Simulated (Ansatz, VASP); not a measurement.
## Ti in VASP and in Ansatz

The input INCAR:

```
SYSTEM = Ti
ALGO = Normal
EDIFF = 1E-6
EDIFFG = -0.04
ENCUT = 600
GGA = PE
IBRION = 2
ISIF = 3
ISMEAR = 0
LASPH = .True.
LCHARG = .False.
LREAL = .False.
LWAVE = .False.
NELM = 80
NSW = 90
PREC = Accurate
SIGMA = 0.1
```

KPOINTS

```
k-points
0
Gamma
  6 6 6
  0 0 0
```

The input POSCAR:

```
Ti
1.0
   -3.0762804186      3.0762804186      2.0181932662
    3.0762804186     -3.0762804186      2.0181932662
    3.0762804186      3.0762804186     -2.0181932662
Ti
4
Direct
    0.6666700000      0.5000000000      0.1666700000
    0.3333300000      0.5000000000      0.8333300000
    0.2500000000      0.9166700000      0.6666700000
    0.2500000000      0.5833300000      0.3333300000
```

Input for Ansatz:

```yaml
crystal:
  lattice:
    - [-3.0762804186, 3.0762804186, 2.0181932662]
    - [3.0762804186, -3.0762804186, 2.0181932662]
    - [3.0762804186, 3.0762804186, -2.0181932662]
  atoms:
    - { symbol: Ti, position: [0.66667, 0.5, 0.16667] }
    - { symbol: Ti, position: [0.33333, 0.5, 0.83333] }
    - { symbol: Ti, position: [0.25, 0.91667, 0.66667] }
    - { symbol: Ti, position: [0.25, 0.58333, 0.33333] }
basis:
  ecutwfc: 420
kpoints:
  mp_grid: { grid: [6, 6, 6] }
hamiltonian:
  xc: pbe
scf:
  occupations: { method: gaussian, width: 0.1 }
  lower_state_search: "off"
output:
  forces: true
  stress: true
  eigenvalues: true
relax:
  adjacent_minimum: "off"
  f_tol: 0.04
  max_steps: 70
  cell: { stress_tol: 0.4 }
```

Alike in both runs: task relaxation of cell and atoms; functional PBE; k mesh 6 × 6 × 6; occupations gaussian, width 0.1 eV; no spin polarisation.

```csv
,VASP,Ansatz
version,VASP 6.6.1,Ansatz 0.2.0
potentials or method,"VASP PAW PBE potentials, release 64 (Ti_sv), cutoff 600 eV","scalar-relativistic, plane waves, PAW"
valence electrons in the cell,48,48
```

|  | VASP | Ansatz | Ansatz less VASP |
| --- | --- | --- | --- |
| gap on the k mesh at the Fermi level, each at its own relaxed structure (eV) | none | none | - |
| relaxed volume (Å³/atom) | 17.62 | 17.61 | -0.015 |
| relaxed cell length with the largest relative difference (Å) | 5.207 | 5.207 | +0.0004 |

A gap of «none» marks a metal or a gap that the smearing closes.
